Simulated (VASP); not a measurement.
Input of a VASP 6.6.1 run:

The input INCAR:

```
ALGO = Fast
EDIFF = 1E-7
ENCUT = 520
GGA = PE
ISIF = 2
ISMEAR = 0
LASPH = True
LCHARG = False
LREAL = False
LWAVE = False
NBANDS = 21
NELM = 100
PREC = Accurate
SIGMA = 0.02
```

KPOINTS

```
k-points
0
Gamma
  9 9 9
```

File POSCAR:

```
Sn
1.0
   -2.9401404553      2.9401404553      1.5993019889
    2.9401404553     -2.9401404553      1.5993019889
    2.9401404553      2.9401404553     -1.5993019889
Sn
2
Direct
    0.0000000000      0.0000000000      0.0000000000
    0.7500000000      0.2500000000      0.5000000000
```

Potentials or basis: VASP PAW PBE potentials, release 64 (Sn_d).

Command:

```console
$ cat potpaw_PBE.64/Sn_d/POTCAR > POTCAR
$ mpirun -np 1 vasp_std > vasp.out
```

(1) Predict the band gap on the k mesh.

(2) Predict the pressure.

## Answers

(1) zero (band 14 reaches 8.97 eV, above the bottom of band 15 at 5.01 eV).

(2) 1.4 GPa.

Caveat: spin-orbit coupling is left out, which moves the levels of the heavy elements.
